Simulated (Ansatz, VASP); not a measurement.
**CaSe in VASP and in Ansatz**

```
Ca Se
1.0
    -0.01484    2.96754    2.96754
     2.96754   -0.01484    2.96754
     2.95270    2.95270    0.00000
Ca Se
1 1
Direct
  0.00000 0.00000 0.00000
  0.50000 0.50000 0.50000
```

Change from the starting cell: shear_xy strain -1.0%.

Alike in both runs: task single point; functional r2SCAN; k mesh 8 × 8 × 8; no spin polarisation.

|  | VASP | Ansatz |
| --- | --- | --- |
| version | VASP 6.6.1 | Ansatz 0.2.0 |
| potentials or method | VASP PAW PBE potentials, release 64 (Ca_sv, Se) | plane waves, PAW |
| plane-wave cutoff (eV) | 520 | 500 |
| occupations | gaussian, width 0.01 eV | fixed |
| valence electrons in the cell | 16 | 26 |

|  | VASP | Ansatz | Ansatz less VASP |
| --- | --- | --- | --- |
| gap on the k mesh at the Fermi level (eV) | 2.49 | 2.49 | +0.001 |
| pressure (GPa) | 0.2 | 0.0 | -0.26 |
| traceless stress, the component that is largest in VASP (GPa) | 0.30 | 0.30 | +0.003 |

VASP's potentials were made for PBE, not for r2SCAN. VASP's potentials hold 16 valence electrons a cell and Ansatz's 26, so a difference there can come from the potentials and not from the codes.
